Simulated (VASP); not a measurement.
# Pb (Fm-3m) in VASP: notebook

The runs below take Pb through single point, with r2SCAN.

Everything below comes from runs of VASP 6.6.1. Logs are shortened: lines on timing, memory, paths and dates and some standing lists are left out, and cuts for length are marked.

### Step 1. The cell of the first run

Symmetry: Fm-3m, No. 225, cubic system. Conventional cell: a = 4.787 Å, b = 4.787 Å, c = 4.787 Å, α = 90.00°, β = 90.00°, γ = 90.00°. Within 4.5 Å of Pb (site symmetry m-3m) lie 12 Pb at 3.39 Å.

### Step 2. Single point, r2SCAN (volume scaled by 0.88)

POSCAR

```
Pb
1.0
    0.0000000000      2.3935960250      2.3935960250
    2.3935960250      0.0000000000      2.3935960250
    2.3935960250      2.3935960250      0.0000000000
Pb
1
Direct
    0.0000000000      0.0000000000      0.0000000000
```

INCAR.step1

```
SYSTEM = Pb
PREC = Accurate
ENCUT = 520
ISMEAR = 0
SIGMA = 0.1
LREAL = .FALSE.
LASPH = .TRUE.
NELM = 80
NBANDS = 13
GGA = PE
ALGO = Normal
EDIFF = 1E-4
LWAVE = .TRUE.
LCHARG = .FALSE.
```

INCAR.step2

```
SYSTEM = Pb
PREC = Accurate
ENCUT = 520
EDIFF = 1E-6
ISMEAR = 0
SIGMA = 0.1
LREAL = .FALSE.
LASPH = .TRUE.
NELM = 80
ALGO = Normal
ISIF = 2
LWAVE = .FALSE.
LCHARG = .TRUE.
METAGGA = R2SCAN
LMIXTAU = .TRUE.
LELF = .TRUE.
LVHAR = .TRUE.
NBANDS = 13
ISTART = 1
```

KPOINTS

```
regular mesh
0
G
  14 14 14
  0 0 0
```

Potentials or basis: VASP PAW PBE potentials, release 64 (Pb_d).

Launch:

```console
cat potpaw_PBE.64/Pb_d/POTCAR > POTCAR
cp INCAR.step1 INCAR
mpirun -np 1 vasp_std > vasp.out
cp INCAR.step2 INCAR
mpirun -np 1 vasp_std > vasp.out
```

OUTCAR:

```text
SYSTEM = Pb
   PREC = Accurate
   ENCUT = 520
   EDIFF = 1E-6
   ISMEAR = 0
   LREAL = .FALSE.
   LASPH = .TRUE.
   NELM = 80
   ISIF = 2
   METAGGA = R2SCAN
   ISTART = 1

 ion  position               nearest neighbor table
   1  0.000  0.000  0.000-

  LATTYP: Found a face centered cubic cell.
 ALAT       =     4.7871920500

  Lattice vectors:

 A1 = (   0.0000000000,   2.3935960250,   2.3935960250)
 A2 = (   2.3935960250,   0.0000000000,   2.3935960250)
 A3 = (   2.3935960250,   2.3935960250,   0.0000000000)

Analysis of symmetry for initial positions (statically):
=====================================================================
 Subroutine PRICEL returns:
 Original cell was already a primitive cell.

 Routine SETGRP: Setting up the symmetry group for a
 face centered cubic supercell.

 Subroutine GETGRP returns: Found 48 space group operations
[... 9 lines left out ...]

 Routine SETGRP: Setting up the symmetry group for a
 face centered cubic supercell.

 Subroutine GETGRP returns: Found 48 space group operations
[... 11 lines left out ...]
                                     Primitive cell

  volume of cell :      27.4273

  direct lattice vectors                    reciprocal lattice vectors
     0.000000000  2.393596025  2.393596025    -0.208890721  0.208890721  0.208890721
     2.393596025  0.000000000  2.393596025     0.208890721 -0.208890721  0.208890721
     2.393596025  2.393596025  0.000000000     0.208890721  0.208890721 -0.208890721

  length of vectors
     3.385055961  3.385055961  3.385055961     0.361809342  0.361809342  0.361809342

  position of ions in fractional coordinates (direct lattice)
     0.000000000  0.000000000  0.000000000

  ion indices of the primitive-cell ions
   primitive index   ion index
                 1           1

----------------------------------------------------------------------------------------

 KPOINTS: regular mesh

Automatic generation of k-mesh.
 Grid dimensions read from file:
 generate k-points for:   14   14   14

 Generating k-lattice:

  Cartesian coordinates                     Fractional coordinates (reciprocal lattice)
    -0.014920766  0.014920766  0.014920766     0.071428571  0.000000000  0.000000000
     0.014920766 -0.014920766  0.014920766     0.000000000  0.071428571  0.000000000
     0.014920766  0.014920766 -0.014920766     0.000000000  0.000000000  0.071428571

  Length of vectors
     0.025843524  0.025843524  0.025843524

  Shift w.r.t. Gamma in fractional coordinates (k-lattice)
     0.000000000  0.000000000  0.000000000

[... 51 lines left out ...]
   LREAL  =      F    real-space projection
   EDIFFG = 0.1E-04   stopping-criterion for IOM
   NSW    =      0    number of steps for IOM
   IBRION =     -1    ionic relax: 0-MD 1-quasi-New 2-CG
   NFREE  =      0    steps in history (QN), initial steepest desc. (CG)
   ISIF   =      2    stress and relaxation
   ISYM   =      2    0-nonsym 1-usesym 2-fastsym
   POTIM  = 0.5000    time-step for ionic-motion
   TEBEG  =    0.0;   TEEND  =   0.0 temperature during run
   PSTRESS=    0.0 pullay stress
   NELECT =      14.0000    total number of electrons
   NUPDOWN=      -1.0000    fix difference up-down
   EMIN   =  10.00;   EMAX   =-10.00  energy-range for DOS
   EFERMI =   0.00;   METHOD = LEGACY
   ISMEAR =     0;   SIGMA  =   0.10  broadening in eV -4-tet -1-fermi 0-gaus
   EFERMI_NEDOS =   21; number of points for ismear=-14 and -15
   IALGO  =     38    algorithm
   IMIX   =      4    mixing-type and parameters
     AMIX     =   0.40;   BMIX     =  1.00
     AMIX_MAG =   1.60;   BMIX_MAG =  1.00
  volume/ion in A,a.u.               =      27.43       185.09
  Fermi-wavevector in a.u.,A,eV,Ry     =   1.308348  2.472419 23.290111  1.711775
  Thomas-Fermi vector in A             =   2.439021
   LORBIT       =      0    0 simple, 1 ext, 2 COOP (PROOUT), +10 PAW based schemes
   METAGGA = R2SCAN    functional components
   LHFCALC =     F    Hartree Fock is set to
   AEXX    =    0.0000 exact exchange contribution
   IVDW    =     0    specifies the selected vdW correction
   LEPSILON=     F    determine dielectric tensor
   LRPA    =     F    only Hartree local field effects (RPA)
 non-spin polarized calculation
 Gauss-broadening in eV      SIGMA  =   0.10
  energy-cutoff  :      520.00
  volume of cell :       27.43
 maximum number of plane-waves:       754
 NGX is ok and might be reduce to    28
   NGX = 13   NGY = 13   NGZ = 13

 number of electron      14.0000002 magnetization

 Free energy of the ion-electron system (eV)
  ---------------------------------------------------
  ext. energy  EPLUGINS =         0.00000000
  ---------------------------------------------------
  free energy    TOTEN  =       -56.20240869 eV

  energy without entropy =      -56.19994612  energy(sigma->0) =      -56.20117741

 E-fermi :   8.5116     XC(G=0): -11.4796

 val. band max:        8.4536649953   @ k =   0.3571   0.1429   0.0714
 cond. band min:       8.5782710481   @ k =  -0.4286   0.3571   0.1429
 fundamental gap:      0.1246060528
 Fermi energy:         8.5115628581

 k-point     1 :       0.0000    0.0000    0.0000
  band No.  band energies     occupation
      1      -9.4110      2.00000
      2      -9.4110      2.00000
      3      -9.4110      2.00000
      4      -9.2108      2.00000
      5      -9.2108      2.00000
      6      -4.6417      2.00000
      7      17.0103      0.00000
      8      17.0103      0.00000
      9      17.0103      0.00000
     10      18.8696      0.00000
     11      22.0839      0.00000
     12      22.3144      0.00000
     13      22.3144      0.00000
[... 354 lines left out ...]
  band No.  band energies     occupation
      1      -9.4755      2.00000
      2      -9.3319      2.00000
      3      -9.2897      2.00000
      4      -9.2337      2.00000
      5      -9.1131      2.00000
      6      -2.9569      2.00000
      7      10.0281      0.00000
      8      13.8117      0.00000
      9      14.2442      0.00000
     10      17.6898      0.00000
     11      19.5479      0.00000
     12      23.9836      0.00000
     13      24.3009      0.00000

 [... further k-points ...]
[... 5 lines left out ...]
  --------------------------------------------------------------------------------------
  -------------------------------------------------------------------------------------
  Total        1.3331518      1.3331518      1.3331518      0.0000000      0.0000000      0.0000000
  in kB       77.8767171     77.8767171     77.8767171      0.0000000      0.0000000      0.0000000
  external PRESSURE =      77.8767171 kB  Pullay stress =       0.0000000 kB

 VOLUME and BASIS-vectors are now :
 -----------------------------------------------------------------------------
  energy-cutoff  :      520.00
  volume of cell :       27.43
      direct lattice vectors                 reciprocal lattice vectors
     0.000000000  2.393596025  2.393596025    -0.208890721  0.208890721  0.208890721
     2.393596025  0.000000000  2.393596025     0.208890721 -0.208890721  0.208890721
     2.393596025  2.393596025  0.000000000     0.208890721  0.208890721 -0.208890721

 POSITION                                       TOTAL-FORCE (eV/Angst)
 -----------------------------------------------------------------------------------
      0.00000      0.00000      0.00000        -0.000000     -0.000000     -0.000000
 -----------------------------------------------------------------------------------
    total drift:                               -0.000000     -0.000000     -0.000000

  FREE ENERGIE OF THE ION-ELECTRON SYSTEM (eV)
  ---------------------------------------------------
  free  energy   TOTEN  =       -56.2024086922 eV

  energy  without entropy=      -56.1999461235  energy(sigma->0) =      -56.20117741
```

OSZICAR.step1:

```text
N       E                     dE             d eps       ncg     rms          rms(c)
DAV:   1     0.106240053535E+03    0.10624E+03   -0.71644E+03  2729   0.131E+03
DAV:   2     0.148664077463E+01   -0.10475E+03   -0.10117E+03  2809   0.317E+02
DAV:   3    -0.335982479522E+01   -0.48465E+01   -0.48323E+01  3325   0.725E+01
DAV:   4    -0.346912990423E+01   -0.10931E+00   -0.10927E+00  3365   0.114E+01
DAV:   5    -0.347410516619E+01   -0.49753E-02   -0.49749E-02  3722   0.226E+00    0.638E-01
DAV:   6    -0.346191317941E+01    0.12192E-01   -0.14371E-02  3494   0.223E+00    0.308E-01
DAV:   7    -0.345842992746E+01    0.34833E-02   -0.62792E-03  3544   0.139E+00    0.864E-02
DAV:   8    -0.345823750074E+01    0.19243E-03   -0.44371E-04  3484   0.337E-01    0.972E-03
DAV:   9    -0.345823230839E+01    0.51924E-05   -0.84113E-06  2077   0.556E-02
   1 F= -.34582323E+01 E0= -.34571772E+01  d E =-.211018E-02
```

Run time: 65 s. Hardware: 1 thread of Intel Xeon 6975P-C (Granite Rapids), shared host; peak memory 0.18 GiB.

Results:

- Free energy: -56.2024 eV
- Pressure: 7.8 GPa
- Band gap on the k mesh: zero (band 7 reaches 17.01 eV, above the bottom of band 8 at 6.61 eV)

Caveat: the PAW data sets were made with another functional, which shifts forces and pressure a little; spin-orbit coupling is left out, which moves the levels of the heavy elements.

### Step 3. Single point, r2SCAN (volume scaled by 0.91)

POSCAR

```
Pb
1.0
    0.0000000000      2.4204926136      2.4204926136
    2.4204926136      0.0000000000      2.4204926136
    2.4204926136      2.4204926136      0.0000000000
Pb
1
Direct
    0.0000000000      0.0000000000      0.0000000000
```

INCAR.step1: that of step 2 with these lines changed.

```diff
@@ -7,3 +7,3 @@
 LASPH = .TRUE.
-NELM = 80
+NELM = 60
 NBANDS = 13
```

INCAR.step2

```
SYSTEM = Pb
PREC = Accurate
ENCUT = 520
EDIFF = 1E-6
ISMEAR = 0
SIGMA = 0.1
LREAL = .FALSE.
LASPH = .TRUE.
NELM = 60
ALGO = Normal
ISIF = 2
LWAVE = .FALSE.
LCHARG = .FALSE.
METAGGA = R2SCAN
LMIXTAU = .TRUE.
NBANDS = 13
ISTART = 1
```

KPOINTS

```
Automatic mesh
0
G
  14 14 14
  0 0 0
```

Potentials or basis: VASP PAW PBE potentials, release 64 (Pb_d).

Launch:

```console
cat potpaw_PBE.64/Pb_d/POTCAR > POTCAR
cp INCAR.step1 INCAR
mpirun -np 1 vasp_std > vasp.out
cp INCAR.step2 INCAR
mpirun -np 1 vasp_std > vasp.out
```

Run time: 65 s. Hardware: 1 thread of Intel Xeon 6975P-C (Granite Rapids), shared host; peak memory 0.18 GiB.

Results (log left out):

* Free energy: -56.2409 eV
* Pressure: 5.3 GPa
* Band gap on the k mesh: zero (band 7 reaches 16.31 eV, above the bottom of band 8 at 6.27 eV)

Levels at points of the mesh, in eV from the Fermi level:
```csv
k point,band 4,band 5,band 6,band 7,band 8,band 9,band 10,band 11
"(0.00, 0.00, 0.00)",-17.69,-17.69,-12.87,8.22,8.22,8.22,10.37,13.13
"(0.50, 0.00, 0.00)",-17.51,-17.51,-8.62,-4.82,6.12,6.12,9.92,10.62
"(0.50, 0.50, 0.00)",-17.47,-17.47,-6.94,-3.83,2.12,2.12,6.06,7.16
```

Caveat: the PAW data sets were made with another functional, which shifts forces and pressure a little; spin-orbit coupling is left out, which moves the levels of the heavy elements.

(Continued in part 2 of 2.)
